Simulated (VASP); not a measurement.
# Li2MnN2 (P-3m1) in VASP: single point with PBE+D3(BJ)

Aim: the single point of Li2MnN2 with PBE+D3(BJ).

Program: VASP 6.6.1. These are calculated values, not measurements. Logs are shortened: lines on timing, memory, paths and dates and some standing lists are left out, and cuts for length are marked.

### Step 1. The cell of the first run

It takes space group P-3m1 (No. 164, trigonal). Conventional cell: a = 2.990 Å, b = 2.990 Å, c = 5.194 Å, α = 90.00°, β = 90.00°, γ = 120.00°. Li (site symmetry 3m) has 4 N at 1.91 to 2.23 Å and 3 Li at 2.24 Å within 2.5 Å. Within 2.7 Å of Mn (site symmetry -3m) lie 6 N at 2.03 Å and 6 Li at 2.56 Å. N (site symmetry 3m) has 4 Li at 1.91 to 2.23 Å and 3 Mn at 2.03 Å within 2.5 Å.

### Step 2. Single point, PBE+D3(BJ), collinear spin, ferromagnetic start

INCAR reads:

```
  PREC = Accurate
  ENCUT = 520
  EDIFF = 1E-7
  ISMEAR = 0
  SIGMA = 0.02
  LREAL = False
  LASPH = True
  NELM = 150
  ALGO = Normal
  ISIF = 2
  LWAVE = False
  LCHARG = True
  ISPIN = 2
  MAGMOM = 0 0 2.82 0 0
  LORBIT = 11
  LMAXMIX = 4
  GGA = PE
  IVDW = 12
  LELF = True
  LVHAR = True
  NBANDS = 26
```

KPOINTS reads:

```
regular mesh
0
Gamma
  12 12 6
```

POSCAR reads:

```
Li2MnN2
1.0
    2.9897918823      0.0000000000      0.0000000000
   -1.4948959411      2.5892357221      0.0000000000
    0.0000000000      0.0000000000      5.1943101764
Li Mn N
2 1 2
Direct
    0.6666666667      0.3333333333      0.3633157998
    0.3333333333      0.6666666667      0.6366842002
    0.0000000000      0.0000000000      0.0000000000
    0.6666666667      0.3333333333      0.7930723453
    0.3333333333      0.6666666667      0.2069276547
```

Potentials or basis: VASP PAW PBE potentials, release 64 (Li_sv, Mn_pv, N).

Started as:

```
> cat potpaw_PBE.64/Li_sv/POTCAR potpaw_PBE.64/Mn_pv/POTCAR potpaw_PBE.64/N/POTCAR > POTCAR
> mpirun -np 1 vasp_std > vasp.out
```

OUTCAR:

```text
PREC = Accurate
   ENCUT = 520
   EDIFF = 1E-7
   ISMEAR = 0
   LREAL = False
   LASPH = True
   NELM = 150
   ISIF = 2
   ISPIN = 2
   LORBIT = 11
   GGA = PE
   IVDW = 12
 IVDW          = 12

 ion  position               nearest neighbor table
   1  0.667  0.333  0.363-   5 1.91   5 1.91   5 1.91   2 2.24   2 2.24   2 2.24   3 2.56   3 2.56
                             3 2.56
   2  0.333  0.667  0.637-   4 1.91   4 1.91   4 1.91   1 2.24   1 2.24   1 2.24   3 2.56   3 2.56
                             3 2.56
   3  0.000  0.000  0.000-   4 2.03   5 2.03   5 2.03   4 2.03   4 2.03   5 2.03   1 2.56   2 2.56
                             2 2.56   1 2.56   2 2.56   1 2.56
   4  0.667  0.333  0.793-   2 1.91   2 1.91   2 1.91   3 2.03   3 2.03   3 2.03
   5  0.333  0.667  0.207-   1 1.91   1 1.91   1 1.91   3 2.03   3 2.03   3 2.03

  LATTYP: Found a hexagonal cell.
 ALAT       =     2.9897918823
 C/A-ratio  =     1.7373484112

  Lattice vectors:

 A1 = (   2.9897918823,   0.0000000000,   0.0000000000)
 A2 = (  -1.4948959411,   2.5892357221,   0.0000000000)
 A3 = (   0.0000000000,   0.0000000000,   5.1943101764)

Analysis of symmetry for initial positions (statically):
=====================================================================
 Subroutine PRICEL returns:
 Original cell was already a primitive cell.

 Routine SETGRP: Setting up the symmetry group for a
 hexagonal supercell.

 Subroutine GETGRP returns: Found 12 space group operations
 (whereof 12 operations were pure point group operations)
 out of a pool of 24 trial point group operations.

The static configuration has the point symmetry D_3d.

Analysis of symmetry for dynamics (positions and initial velocities):
=====================================================================
 Subroutine PRICEL returns:
 Original cell was already a primitive cell.

 Routine SETGRP: Setting up the symmetry group for a
 hexagonal supercell.

 Subroutine GETGRP returns: Found 12 space group operations
 (whereof 12 operations were pure point group operations)
 out of a pool of 24 trial point group operations.

The dynamic configuration has the point symmetry D_3d.

Analysis of structural, dynamic, and magnetic symmetry:
=====================================================================
 Subroutine PRICEL returns:
 Original cell was already a primitive cell.

 Routine SETGRP: Setting up the symmetry group for a
 hexagonal supercell.

 Subroutine GETGRP returns: Found 12 space group operations
 (whereof 12 operations were pure point group operations)
 out of a pool of 24 trial point group operations.

The overall configuration has the point symmetry D_3d.

 Subroutine INISYM returns: Found 12 space group operations
 (whereof 12 operations are pure point group operations),
 and found     1 'primitive' translations

----------------------------------------------------------------------------------------

                                     Primitive cell

  volume of cell :      40.2106

  direct lattice vectors                    reciprocal lattice vectors
     2.989791882  0.000000000  0.000000000     0.334471441  0.193107177  0.000000000
    -1.494895941  2.589235722  0.000000000     0.000000000  0.386214353  0.000000000
     0.000000000  0.000000000  5.194310176     0.000000000  0.000000000  0.192518345

  length of vectors
     2.989791882  2.989791882  5.194310176     0.386214353  0.386214353  0.192518345

  position of ions in fractional coordinates (direct lattice)
     0.666666667  0.333333333  0.363315800
     0.333333333  0.666666667  0.636684200
     0.000000000  0.000000000  0.000000000
     0.666666667  0.333333333  0.793072345
     0.333333333  0.666666667  0.206927655

  ion indices of the primitive-cell ions
   primitive index   ion index
                 1           1
                 2           2
                 3           3
                 4           4
                 5           5

[... 29 lines left out ...]
  0.083333  0.000000  0.000000      6.000000
  0.166667  0.000000  0.000000      6.000000
  0.250000  0.000000  0.000000      6.000000
  0.333333  0.000000  0.000000      6.000000
  0.416667  0.000000  0.000000      6.000000
[... 16 lines left out ...]
  0.166667  0.000000  0.166667      6.000000
  0.000000  0.166667  0.166667      6.000000
 [... further k-points ...]
   k-points           NKPTS =    100   k-points in BZ     NKDIM =    100   number of bands    NBANDS=     26
   number of dos      NEDOS =    301   number of ions     NIONS =      5
   total plane-waves  NPLWV =  23040
   dimension x,y,z NGX =    24 NGY =   24 NGZ =   40
   dimension x,y,z NGXF=    48 NGYF=   48 NGZF=   80
   ions per type =               2   1   2
   NGX,Y,Z   is equivalent  to a cutoff of  13.35, 13.35, 12.80 a.u.
   NGXF,Y,Z  is equivalent  to a cutoff of  26.69, 26.69, 25.60 a.u.
 SYSTEM =  unknown system
   PREC   = accura    normal or accurate (medium, high low for compatibility)
   ISTART =      0    job   : 0-new  1-cont  2-samecut
   ICHARG =      2    charge: 1-file 2-atom 10-const
   ISPIN  =      2    spin polarized calculation?
   LNONCOLLINEAR =      F non collinear calculations
   LSORBIT =      F    spin-orbit coupling
   LASPH  =      T    aspherical Exc in radial PAW
   ENCUT  =  520.0 eV  38.22 Ry    6.18 a.u.   5.56  5.56  9.66*2*pi/ulx,y,z
   NELM   =    150;   NELMIN=  2; NELMDL= -5     # of ELM steps
   EDIFF  = 0.1E-06   stopping-criterion for ELM
   LREAL  =      F    real-space projection
   EDIFFG = 0.1E-05   stopping-criterion for IOM
   NSW    =      0    number of steps for IOM
   IBRION =     -1    ionic relax: 0-MD 1-quasi-New 2-CG
   NFREE  =      0    steps in history (QN), initial steepest desc. (CG)
   ISIF   =      2    stress and relaxation
   ISYM   =      2    0-nonsym 1-usesym 2-fastsym
   POTIM  = 0.5000    time-step for ionic-motion
   TEBEG  =    0.0;   TEEND  =   0.0 temperature during run
   PSTRESS=    0.0 pullay stress
   NELECT =      29.0000    total number of electrons
   NUPDOWN=      -1.0000    fix difference up-down
   EMIN   =  10.00;   EMAX   =-10.00  energy-range for DOS
   EFERMI =   0.00;   METHOD = LEGACY
   ISMEAR =     0;   SIGMA  =   0.02  broadening in eV -4-tet -1-fermi 0-gaus
   EFERMI_NEDOS =   21; number of points for ismear=-14 and -15
   IALGO  =     38    algorithm
   IMIX   =      4    mixing-type and parameters
     AMIX     =   0.40;   BMIX     =  1.00
     AMIX_MAG =   1.60;   BMIX_MAG =  1.00
  volume/ion in A,a.u.               =       8.04        54.27
  Fermi-wavevector in a.u.,A,eV,Ry     =   1.468117  2.774339 29.325558  2.155368
  Thomas-Fermi vector in A             =   2.583653
   LORBIT       =     11    0 simple, 1 ext, 2 COOP (PROOUT), +10 PAW based schemes
   GGA     = PE    functional components
   LHFCALC =     F    Hartree Fock is set to
   AEXX    =    0.0000 exact exchange contribution
   IVDW    =    12    specifies the selected vdW correction
   LEPSILON=     F    determine dielectric tensor
   LRPA    =     F    only Hartree local field effects (RPA)
 spin polarized calculation
 Gauss-broadening in eV      SIGMA  =   0.02
  energy-cutoff  :      520.00
  volume of cell :       40.21
 maximum number of plane-waves:      1111
 NGX is ok and might be reduce to    24
   NGX = 11   NGY = 11   NGZ = 19

 number of electron      28.9999991 magnetization       2.9999570

 Free energy of the ion-electron system (eV)
  ---------------------------------------------------
  ext. energy  EPLUGINS =         0.00000000
  ---------------------------------------------------
  free energy    TOTEN  =       -31.71692547 eV

  energy without entropy =      -31.71692547  energy(sigma->0) =      -31.71692547

 E-fermi :   6.3874     XC(G=0): -11.6394

 val. band max:        6.2827041620   @ k =   0.0833   0.0833   0.5000
 cond. band min:       6.6130675483   @ k =   0.5000   0.0000   0.5000
 fundamental gap:      0.3303633863
 Fermi energy:         6.3874418632

 spin component 1

 k-point     1 :       0.0000    0.0000    0.0000
  band No.  band energies     occupation
      1     -43.8735      1.00000
      2     -43.8050      1.00000
      3     -43.8050      1.00000
      4     -38.4962      1.00000
      5     -38.2753      1.00000
      6      -9.2254      1.00000
[... 685 lines left out ...]
     25      21.0779      0.00000
     26      22.0236      0.00000

 [... further k-points ...]

 spin component 2

 k-point     1 :       0.0000    0.0000    0.0000
  band No.  band energies     occupation
      1     -40.8598      1.00000
      2     -40.7839      1.00000
      3     -40.7839      1.00000
      4     -38.5003      1.00000
      5     -38.2780      1.00000
      6      -9.0424      1.00000
[... 685 lines left out ...]
     25      21.5749      0.00000
     26      22.2454      0.00000

 [... further k-points ...]

------------------------ aborting loop because EDIFF is reached ----------------------------------------

 Edisp (eV)   -1.41701

 E8    (eV) :    -0.5457

  FORCE on cell =-STRESS in cart. coord.  units (eV):
  Direction    XX          YY          ZZ          XY          YZ          ZX
  --------------------------------------------------------------------------------------
  -------------------------------------------------------------------------------------
  Total       0.14241     0.14241     0.08487     0.00000    -0.00000     0.00000
  in kB       5.67421     5.67421     3.38142     0.00000    -0.00000     0.00000
  external pressure =        4.91 kB  Pullay stress =        0.00 kB

 VOLUME and BASIS-vectors are now :
 -----------------------------------------------------------------------------
  energy-cutoff  :      520.00
  volume of cell :       40.21
      direct lattice vectors                 reciprocal lattice vectors
     2.989791882  0.000000000  0.000000000     0.334471441  0.193107177  0.000000000
    -1.494895941  2.589235722  0.000000000     0.000000000  0.386214353  0.000000000
     0.000000000  0.000000000  5.194310176     0.000000000  0.000000000  0.192518345

 POSITION                                       TOTAL-FORCE (eV/Angst)
 -----------------------------------------------------------------------------------
      1.49490      0.86308      1.88717         0.000000     -0.000000      0.023100
     -0.00000      1.72616      3.30714         0.000000     -0.000000     -0.023100
      0.00000      0.00000      0.00000         0.000000     -0.000000     -0.000000
      1.49490      0.86308      4.11946        -0.000000      0.000000     -0.003621
     -0.00000      1.72616      1.07485        -0.000000     -0.000000      0.003621
 -----------------------------------------------------------------------------------
    total drift:                                0.000000      0.000000      0.000000

  FREE ENERGIE OF THE ION-ELECTRON SYSTEM (eV)
  ---------------------------------------------------
  free  energy   TOTEN  =       -33.1339336504 eV

  energy  without entropy=      -33.1339336504  energy(sigma->0) =      -33.13393365

 total charge

# of ion       s       p       d       tot
------------------------------------------
    1        2.047   0.112   0.000   2.160
    2        2.047   0.112   0.000   2.160
    3        0.339   6.429   4.947  11.716
    4        1.243   2.471   0.000   3.714
    5        1.243   2.471   0.000   3.714
--------------------------------------------------
tot          6.919  11.596   4.947  23.462

 magnetization (x)

# of ion       s       p       d       tot
------------------------------------------
    1        0.000  -0.003   0.000  -0.003
    2        0.000  -0.003   0.000  -0.003
    3        0.032   0.044   2.713   2.789
    4        0.001   0.047   0.000   0.049
    5        0.001   0.047   0.000   0.049
--------------------------------------------------
tot          0.035   0.133   2.713   2.882
```

Run time: 10 min. Hardware: 1 thread of AMD EPYC 7R13, shared host; peak memory 0.27 GiB.

What came out:

- Free energy: -33.1339 eV
- Largest force: 0.023 eV/Å
- Band gap on the k mesh: 0.33 eV, indirect (least direct gap 0.72 eV)
- Net moment: 3.00 μB per cell
- Site moments: Li -0.00; Mn +2.79; N +0.05 μB
- Valence electrons inside the program's atomic spheres: Li 2.16; Mn 11.72; N 3.71
- Dispersion energy per atom: -0.283 eV

Forces in eV/Å, atoms in the order of the input:
```
Li   0.000  0.000  0.023
Li   0.000  0.000 -0.023
Mn   0.000  0.000  0.000
N    0.000  0.000 -0.004
N    0.000  0.000  0.004
```

Caveat: the cutoff is under 1.25 times the usual one of these potentials, so pressure, stress and relaxed cells hold a basis-set (Pulay) error; a cell with one magnetic atom can't hold antiferromagnetic order, which such compounds often take.
